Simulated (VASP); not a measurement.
# Ti (P6/mmm) in VASP: notebook

Aim: see how the results for Ti move with the level of theory and the settings. Levels: PBE, LDA, revPBE+U. Tasks: single point.

Everything below comes from runs of VASP 6.6.1. Logs are shortened: lines on timing, memory, paths and dates and some standing lists are left out, and cuts for length are marked.

### Step 1. The cell of the first run

Symmetry: P6/mmm, No. 191, hexagonal system. Conventional cell: a = 4.567 Å, b = 4.567 Å, c = 2.826 Å, α = 90.00°, β = 90.00°, γ = 120.00°. Within 3.7 Å of Ti (site symmetry 6/mmm) lie 14 Ti at 2.83 to 2.99 Å. Ti (site symmetry -6m2) has 11 Ti at 2.64 to 2.99 Å within 3.5 Å.

### Step 2. Single point, PBE

INCAR reads:

```
PREC     = Accurate       # precision mode
ENCUT    = 500            # plane-wave cutoff, eV
EDIFF    = 1E-6           # SCF threshold, eV
ISMEAR   = 0              # smearing method
SIGMA    = 0.1            # smearing width, eV
LREAL    = False          # projectors in reciprocal space
LASPH    = True           # aspherical terms in the spheres
NELM     = 120            # most SCF steps
ALGO     = Normal         # electronic algorithm
ISIF     = 2              # what is computed and relaxed
LWAVE    = False          # write WAVECAR
LCHARG   = False          # write CHGCAR
GGA      = PE             # functional
NBANDS   = 25             # bands
GGA_COMPAT= False
```

KPOINTS reads:

```
Automatic mesh
0
Gamma
  3 3 2
```

POSCAR reads:

```
Ti
1.0
    4.5673748306      0.0000000000      0.0000000000
   -2.2836874153      3.9554626319      0.0000000000
    0.0000000000      0.0000000000      2.8262442700
Ti
3
Direct
    0.0000000000      0.0000000000      0.0000000000
    0.3333333333      0.6666666667      0.5000000000
    0.6666666667      0.3333333333      0.5000000000
```

Potentials or basis: VASP PAW PBE potentials, release 64 (Ti_sv).

Run with:

```console
> cat potpaw_PBE.64/Ti_sv/POTCAR > POTCAR
> mpirun -np 1 vasp_std > vasp.out
```

OUTCAR:

```text
PREC = Accurate
   ENCUT = 500
   EDIFF = 1E-6
   ISMEAR = 0
   LREAL = False
   LASPH = True
   NELM = 120
   ISIF = 2
   GGA = PE

 ion  position               nearest neighbor table
   1  0.000  0.000  0.000-
   2  0.333  0.667  0.500-   3 2.64   3 2.64   3 2.64
   3  0.667  0.333  0.500-   2 2.64   2 2.64   2 2.64

  LATTYP: Found a hexagonal cell.
 ALAT       =     4.5673748306
 C/A-ratio  =     0.6187896494

  Lattice vectors:

 A1 = (   4.5673748306,   0.0000000000,   0.0000000000)
 A2 = (  -2.2836874153,   3.9554626319,   0.0000000000)
 A3 = (   0.0000000000,   0.0000000000,   2.8262442700)

Analysis of symmetry for initial positions (statically):
=====================================================================
 Subroutine PRICEL returns:
 Original cell was already a primitive cell.

 Routine SETGRP: Setting up the symmetry group for a
 hexagonal supercell.

 Subroutine GETGRP returns: Found 24 space group operations
 (whereof 24 operations were pure point group operations)
 out of a pool of 24 trial point group operations.

The static configuration has the point symmetry D_6h.

Analysis of symmetry for dynamics (positions and initial velocities):
=====================================================================
 Subroutine PRICEL returns:
 Original cell was already a primitive cell.

 Routine SETGRP: Setting up the symmetry group for a
 hexagonal supercell.

 Subroutine GETGRP returns: Found 24 space group operations
 (whereof 24 operations were pure point group operations)
 out of a pool of 24 trial point group operations.

The dynamic configuration has the point symmetry D_6h.

 Subroutine INISYM returns: Found 24 space group operations
 (whereof 24 operations are pure point group operations),
 and found     1 'primitive' translations

----------------------------------------------------------------------------------------

                                     Primitive cell

  volume of cell :      51.0592

  direct lattice vectors                    reciprocal lattice vectors
     4.567374831  0.000000000  0.000000000     0.218944150  0.126407464  0.000000000
    -2.283687415  3.955462632  0.000000000     0.000000000  0.252814928  0.000000000
     0.000000000  0.000000000  2.826244270     0.000000000  0.000000000  0.353826458

  length of vectors
     4.567374831  4.567374831  2.826244270     0.252814928  0.252814928  0.353826458

  position of ions in fractional coordinates (direct lattice)
     0.000000000  0.000000000  0.000000000
     0.333333333  0.666666667  0.500000000
     0.666666667  0.333333333  0.500000000

  ion indices of the primitive-cell ions
   primitive index   ion index
                 1           1
                 2           2
                 3           3

----------------------------------------------------------------------------------------

 KPOINTS: Automatic mesh

Automatic generation of k-mesh.
 Grid dimensions read from file:
 generate k-points for:    3    3    2

 Generating k-lattice:

  Cartesian coordinates                     Fractional coordinates (reciprocal lattice)
     0.072981383  0.042135821  0.000000000     0.333333333 -0.000000000  0.000000000
     0.000000000  0.084271643  0.000000000     0.000000000  0.333333333  0.000000000
     0.000000000  0.000000000  0.176913229     0.000000000  0.000000000  0.500000000

  Length of vectors
     0.084271643  0.084271643  0.176913229

  Shift w.r.t. Gamma in fractional coordinates (k-lattice)
     0.000000000  0.000000000  0.000000000

 Subroutine IBZKPT returns following result:
 ===========================================

 Found      6 irreducible k-points:

 Following reciprocal coordinates:
            Coordinates               Weight
  0.000000  0.000000  0.000000      1.000000
  0.333333  0.000000  0.000000      6.000000
  0.333333  0.333333  0.000000      2.000000
  0.000000  0.000000  0.500000      1.000000
  0.333333  0.000000  0.500000      6.000000
  0.333333  0.333333  0.500000      2.000000
   k-points           NKPTS =      6   k-points in BZ     NKDIM =      6   number of bands    NBANDS=     25
   number of dos      NEDOS =    301   number of ions     NIONS =      3
   total plane-waves  NPLWV =  31104
   dimension x,y,z NGX =    36 NGY =   36 NGZ =   24
   dimension x,y,z NGXF=    72 NGYF=   72 NGZF=   48
   ions per type =               3
   NGX,Y,Z   is equivalent  to a cutoff of  13.10, 13.10, 14.12 a.u.
   NGXF,Y,Z  is equivalent  to a cutoff of  26.21, 26.21, 28.23 a.u.
 SYSTEM =  unknown system
   PREC   = accura    normal or accurate (medium, high low for compatibility)
   ISTART =      0    job   : 0-new  1-cont  2-samecut
   ICHARG =      2    charge: 1-file 2-atom 10-const
   ISPIN  =      1    spin polarized calculation?
   LNONCOLLINEAR =      F non collinear calculations
   LSORBIT =      F    spin-orbit coupling
   LASPH  =      T    aspherical Exc in radial PAW
   ENCUT  =  500.0 eV  36.75 Ry    6.06 a.u.   8.33  8.33  5.15*2*pi/ulx,y,z
   NELM   =    120;   NELMIN=  2; NELMDL= -5     # of ELM steps
   EDIFF  = 0.1E-05   stopping-criterion for ELM
   LREAL  =      F    real-space projection
   EDIFFG = 0.1E-04   stopping-criterion for IOM
   NSW    =      0    number of steps for IOM
   IBRION =     -1    ionic relax: 0-MD 1-quasi-New 2-CG
   NFREE  =      0    steps in history (QN), initial steepest desc. (CG)
   ISIF   =      2    stress and relaxation
   ISYM   =      2    0-nonsym 1-usesym 2-fastsym
   POTIM  = 0.5000    time-step for ionic-motion
   TEBEG  =    0.0;   TEEND  =   0.0 temperature during run
   PSTRESS=    0.0 pullay stress
   NELECT =      36.0000    total number of electrons
   NUPDOWN=      -1.0000    fix difference up-down
   EMIN   =  10.00;   EMAX   =-10.00  energy-range for DOS
   EFERMI =   0.00;   METHOD = LEGACY
   ISMEAR =     0;   SIGMA  =   0.10  broadening in eV -4-tet -1-fermi 0-gaus
   EFERMI_NEDOS =   21; number of points for ismear=-14 and -15
   IALGO  =     38    algorithm
   IMIX   =      4    mixing-type and parameters
     AMIX     =   0.40;   BMIX     =  1.00
     AMIX_MAG =   1.60;   BMIX_MAG =  1.00
  volume/ion in A,a.u.               =      17.02       114.85
  Fermi-wavevector in a.u.,A,eV,Ry     =   1.457084  2.753489 28.886426  2.123092
  Thomas-Fermi vector in A             =   2.573926
   LORBIT       =      0    0 simple, 1 ext, 2 COOP (PROOUT), +10 PAW based schemes
   GGA     = PE    functional components
   LHFCALC =     F    Hartree Fock is set to
   AEXX    =    0.0000 exact exchange contribution
   IVDW    =     0    specifies the selected vdW correction
   LEPSILON=     F    determine dielectric tensor
   LRPA    =     F    only Hartree local field effects (RPA)
 non-spin polarized calculation
 Gauss-broadening in eV      SIGMA  =   0.10
  energy-cutoff  :      500.00
  volume of cell :       51.06
 maximum number of plane-waves:      1313
 NGX is ok and might be reduce to    36
   NGX = 17   NGY = 17   NGZ = 11

 number of electron      35.9999988 magnetization

 Free energy of the ion-electron system (eV)
  ---------------------------------------------------
  ext. energy  EPLUGINS =         0.00000000
  ---------------------------------------------------
  free energy    TOTEN  =       -24.02159398 eV

  energy without entropy =      -23.99746647  energy(sigma->0) =      -24.00953022

 E-fermi :   8.6738     XC(G=0): -11.5748

 val. band max:        8.6666105850   @ k =   0.3333   0.0000   0.0000
 cond. band min:       8.8488528697   @ k =   0.3333   0.0000   0.0000
 fundamental gap:      0.1822422846
 Fermi energy:         8.6738379917

 k-point     1 :       0.0000    0.0000    0.0000
  band No.  band energies     occupation
      1     -48.3853      2.00000
      2     -48.0136      2.00000
      3     -47.8405      2.00000
      4     -24.7436      2.00000
      5     -24.7436      2.00000
      6     -24.5117      2.00000
      7     -24.5117      2.00000
      8     -24.2250      2.00000
      9     -23.9658      2.00000
     10     -23.9131      2.00000
     11     -23.9131      2.00000
     12     -23.8702      2.00000
     13       2.3130      2.00000
     14       6.5709      2.00000
     15       7.7269      2.00000
     16       7.7269      2.00000
     17       7.8523      2.00000
     18       7.8523      2.00000
     19       8.5566      1.90270
     20       9.2283      0.00000
     21       9.7875      0.00000
     22       9.7875      0.00000
     23      10.3324      0.00000
     24      10.3390      0.00000
     25      10.4993      0.00000

 k-point     2 :       0.3333    0.0000    0.0000
  band No.  band energies     occupation
      1     -48.3782      2.00000
      2     -47.9828      2.00000
      3     -47.8795      2.00000
      4     -24.8398      2.00000
      5     -24.7508      2.00000
      6     -24.4177      2.00000
      7     -24.3734      2.00000
      8     -24.2057      2.00000
      9     -24.0508      2.00000
     10     -23.9599      2.00000
     11     -23.9075      2.00000
     12     -23.8961      2.00000
     13       3.5372      2.00000
     14       5.9855      2.00000
     15       6.2343      2.00000
     16       7.6427      2.00000
     17       7.7748      2.00000
     18       8.6666      1.08141
     19       8.8489      0.01332
     20       9.1573      0.00000
     21       9.2020      0.00000
     22       9.6785      0.00000
     23      10.1024      0.00000
     24      10.5783      0.00000
     25      11.2198      0.00000

 k-point     3 :       0.3333    0.3333    0.0000
  band No.  band energies     occupation
      1     -48.3750      2.00000
      2     -47.9330      2.00000
      3     -47.9330      2.00000
      4     -24.7594      2.00000
      5     -24.7594      2.00000
      6     -24.5892      2.00000
      7     -24.1966      2.00000
      8     -24.1772      2.00000
      9     -24.1772      2.00000
     10     -23.9327      2.00000
     11     -23.9327      2.00000
     12     -23.8787      2.00000
     13       5.0085      2.00000
     14       5.3068      2.00000
     15       5.3068      2.00000
     16       8.2389      2.00000
     17       8.2389      2.00000
     18       8.3958      1.99992
     19       8.5935      1.74432
     20       8.8557      0.01011
     21       8.8557      0.01011
     22      10.0676      0.00000
     23      10.0676      0.00000
     24      10.1871      0.00000
     25      11.3154      0.00000

 k-point     4 :       0.0000    0.0000    0.5000
  band No.  band energies     occupation
      1     -48.3206      2.00000
      2     -47.9659      2.00000
      3     -47.7869      2.00000
      4     -24.6481      2.00000
      5     -24.6481      2.00000
      6     -24.6435      2.00000
      7     -24.4753      2.00000
      8     -24.4485      2.00000
      9     -24.4485      2.00000
     10     -24.2954      2.00000
     11     -23.9167      2.00000
     12     -23.9167      2.00000
     13       6.2331      2.00000
     14       6.3987      2.00000
     15       6.3987      2.00000
     16       6.7145      2.00000
     17       6.8415      2.00000
     18       6.8415      2.00000
     19       9.6133      0.00000
     20       9.6133      0.00000
     21       9.7770      0.00000
     22       9.7770      0.00000
     23      11.4202      0.00000
     24      11.4202      0.00000
     25      12.0457      0.00000

 k-point     5 :       0.3333    0.0000    0.5000
  band No.  band energies     occupation
      1     -48.3205      2.00000
      2     -47.9284      2.00000
      3     -47.8251      2.00000
      4     -24.7266      2.00000
      5     -24.6988      2.00000
      6     -24.6489      2.00000
      7     -24.4864      2.00000
      8     -24.3702      2.00000
      9     -24.3222      2.00000
     10     -24.3221      2.00000
     11     -23.9881      2.00000
     12     -23.8767      2.00000
     13       6.1336      2.00000
     14       6.1791      2.00000
     15       6.6951      2.00000
     16       7.1784      2.00000
     17       7.3404      2.00000
     18       7.8117      2.00000
     19       9.0338      0.00000
     20       9.4430      0.00000
     21       9.5646      0.00000
     22       9.5905      0.00000
     23      10.9889      0.00000
     24      11.6328      0.00000
     25      11.6506      0.00000

 k-point     6 :       0.3333    0.3333    0.5000
  band No.  band energies     occupation
      1     -48.3205      2.00000
      2     -47.8770      2.00000
      3     -47.8770      2.00000
      4     -24.7775      2.00000
      5     -24.7037      2.00000
      6     -24.7037      2.00000
      7     -24.3851      2.00000
      8     -24.3304      2.00000
      9     -24.3304      2.00000
     10     -24.1847      2.00000
     11     -24.1847      2.00000
     12     -23.8395      2.00000
     13       5.8482      2.00000
     14       7.0312      2.00000
     15       7.0312      2.00000
     16       7.3970      2.00000
     17       7.3970      2.00000
     18       7.5269      2.00000
     19       9.1680      0.00000
     20       9.1680      0.00000
     21       9.2081      0.00000
     22       9.2081      0.00000
     23      10.7222      0.00000
     24      11.2656      0.00000
     25      11.8152      0.00000

------------------------ aborting loop because EDIFF is reached ----------------------------------------

  FORCE on cell =-STRESS in cart. coord.  units (eV):
  Direction    XX          YY          ZZ          XY          YZ          ZX
  --------------------------------------------------------------------------------------
  -------------------------------------------------------------------------------------
  Total        1.5752669      1.5752669     -6.8868929      0.0000000      0.0000000      0.0000000
  in kB       49.4300544     49.4300544   -216.1027417      0.0000000      0.0000000      0.0000000
  external PRESSURE =     -39.0808776 kB  Pullay stress =       0.0000000 kB

 VOLUME and BASIS-vectors are now :
 -----------------------------------------------------------------------------
  energy-cutoff  :      500.00
  volume of cell :       51.06
      direct lattice vectors                 reciprocal lattice vectors
     4.567374831  0.000000000  0.000000000     0.218944150  0.126407464  0.000000000
    -2.283687415  3.955462632  0.000000000     0.000000000  0.252814928  0.000000000
     0.000000000  0.000000000  2.826244270     0.000000000  0.000000000  0.353826458

 POSITION                                       TOTAL-FORCE (eV/Angst)
 -----------------------------------------------------------------------------------
      0.00000      0.00000      0.00000         0.000000      0.000000     -0.000000
     -0.00000      2.63698      1.41312         0.000000      0.000000      0.000000
      2.28369      1.31849      1.41312        -0.000000     -0.000000     -0.000000
 -----------------------------------------------------------------------------------
    total drift:                                0.000000      0.000000     -0.000000

  FREE ENERGIE OF THE ION-ELECTRON SYSTEM (eV)
  ---------------------------------------------------
  free  energy   TOTEN  =       -24.0215939795 eV

  energy  without entropy=      -23.9974664656  energy(sigma->0) =      -24.00953022
```

Run time: 20 s. Hardware: 1 thread of Intel Xeon 8259CL, shared host; peak memory 0.17 GiB.

What came out:

```
Free energy            : -24.0216 eV
Pressure               : -3.9 GPa
Band gap on the k mesh : zero (band 18 reaches 8.67 eV, above the bottom of band 19 at 8.56 eV)
```

Levels at points of the mesh, in eV from the Fermi level:
| k point | band 15 | band 16 | band 17 | band 18 | band 19 | band 20 | band 21 | band 22 |
| --- | --- | --- | --- | --- | --- | --- | --- | --- |
| (0.00, 0.00, 0.00) | -0.95 | -0.95 | -0.82 | -0.82 | -0.12 | 0.55 | 1.11 | 1.11 |
| (0.00, 0.00, 0.50) | -2.28 | -1.96 | -1.83 | -1.83 | 0.94 | 0.94 | 1.10 | 1.10 |

Caveat: the k points lie up to 1.11 Å⁻¹ apart.

### Step 3. Single point, PBE

INCAR reads:

```
SYSTEM = Ti
  PREC = Accurate
  ENCUT = 500
  EDIFF = 1E-6
  ISMEAR = 0
  SIGMA = 0.1
  LREAL = .False.
  LASPH = .True.
  NELM = 120
  ALGO = Normal
  ISIF = 2
  LWAVE = .False.
  LCHARG = .False.
  GGA = PE
  NBANDS = 25
  GGA_COMPAT = .False.
```

KPOINTS reads:

```
regular mesh
0
Gamma
  3 3 2
  0 0 0
```

POSCAR is that of step 2.

Potentials or basis: VASP PAW PBE potentials, release 64 (Ti_sv).

Run with:

```console
> cat potpaw_PBE.64/Ti_sv/POTCAR > POTCAR
> mpirun -np 1 vasp_std > vasp.out
```

Run time: 20 s. Hardware: 1 thread of Intel Xeon 8259CL, shared host; peak memory 0.17 GiB.

The run converged. Its results:

```yaml
Free_energy: -24.0216 eV
Pressure: -3.9 GPa
Band_gap_on_the_k_mesh: zero (band 18 reaches 8.67 eV, above the bottom of band 19 at 8.56 eV)
```

Stress tensor (GPa, compression positive):
```
  4.94   0.00   0.00
  0.00   4.94   0.00
  0.00   0.00 -21.61
```

Levels at points of the mesh, in eV from the Fermi level:
```tsv
k point	band 16	band 17	band 18	band 19	band 20	band 21
(0.00, 0.00, 0.00)	-0.95	-0.82	-0.82	-0.12	0.55	1.11
(0.00, 0.00, 0.50)	-1.96	-1.83	-1.83	0.94	0.94	1.10
```

Caveat: the k points lie up to 1.11 Å⁻¹ apart.

### Step 4. Single point, PBE

INCAR reads:

```
SYSTEM = Ti
ALGO     = Normal         ! electronic algorithm
EDIFF    = 1E-6           ! SCF threshold, eV
ENCUT    = 500            ! plane-wave cutoff, eV
GGA      = PE             ! functional
GGA_COMPAT= .False.      
ISIF     = 2              ! what is computed and relaxed
ISMEAR   = 0              ! smearing method
LASPH    = .True.         ! aspherical terms in the spheres
LCHARG   = .False.        ! write CHGCAR
LREAL    = .False.        ! projectors in reciprocal space
LWAVE    = .False.        ! write WAVECAR
NBANDS   = 25             ! bands
NELM     = 120            ! most SCF steps
PREC     = Accurate       ! precision mode
SIGMA    = 0.1            ! smearing width, eV
```

KPOINTS reads:

```
k-points
0
Gamma
  3 3 4
  0 0 0
```

POSCAR is that of step 3.

Run with:

```console
> cat potpaw_PBE.64/Ti_sv/POTCAR > POTCAR
> mpirun -np 1 vasp_std > vasp.out
```

It took 24 s on 1 thread of Intel Xeon 8259CL, shared host; peak memory 0.17 GiB.

Results (log left out):

```
Free energy            : -23.6080 eV
Pressure               : -0.1 GPa
Band gap on the k mesh : zero (band 18 reaches 8.55 eV, above the bottom of band 19 at 8.41 eV)
```

Stress tensor (GPa, compression positive):
```
-0.97  0.00  0.00
 0.00 -0.97  0.00
 0.00  0.00  1.69
```

Levels at points of the mesh, in eV from the Fermi level:
```
           k point  band 15  band 16  band 17  band 18  band 19  band 20  band 21  band 22
(0.00, 0.00, 0.00)    -0.69    -0.69    -0.62    -0.62    -0.03     0.70     1.31     1.31
(0.00, 0.00, 0.50)    -2.09    -1.74    -1.62    -1.62     1.06     1.06     1.25     1.25
```

Caveat: the k points lie up to 0.56 Å⁻¹ apart.

### Step 5. Single point, LDA

INCAR reads:

```
SYSTEM = Ti
PREC = Accurate
ENCUT = 500
EDIFF = 1E-6
ISMEAR = -1
SIGMA = 0.0073
LREAL = .False.
LASPH = .True.
NELM = 120
ALGO = Normal
ISIF = 2
LWAVE = .False.
LCHARG = .False.
NBANDS = 25
GGA_COMPAT = .False.
```

KPOINTS reads:

```
regular mesh
0
Gamma
  3 3 4
  0 0 0
```

POSCAR is that of step 4.

Potentials or basis: VASP PAW LDA potentials, release 64 (Ti_sv).

Run with:

```console
> cat potpaw_LDA.64/Ti_sv/POTCAR > POTCAR
> mpirun -np 1 vasp_std > vasp.out
```

It took 21 s on 1 thread of Intel Xeon 8259CL, shared host; peak memory 0.15 GiB.

Results (log left out):

* Free energy: -25.7053 eV
* Pressure: -8.6 GPa
* Band gap on the k mesh: zero (band 18 reaches 8.28 eV, above the bottom of band 19 at 8.14 eV)

Stress tensor (GPa, compression positive):
```
-9.73  0.00  0.00
 0.00 -9.73  0.00
 0.00  0.00 -6.45
```

Levels at points of the mesh, in eV from the Fermi level:
```tsv
k point	band 15	band 16	band 17	band 18	band 19	band 20	band 21	band 22
(0.00, 0.00, 0.00)	-0.64	-0.64	-0.54	-0.54	-0.02	0.68	1.31	1.31
(0.00, 0.00, 0.50)	-2.06	-1.62	-1.58	-1.58	1.07	1.07	1.25	1.25
```

Caveat: the k points lie up to 0.56 Å⁻¹ apart.

(Part 1 of 2 ends here.)
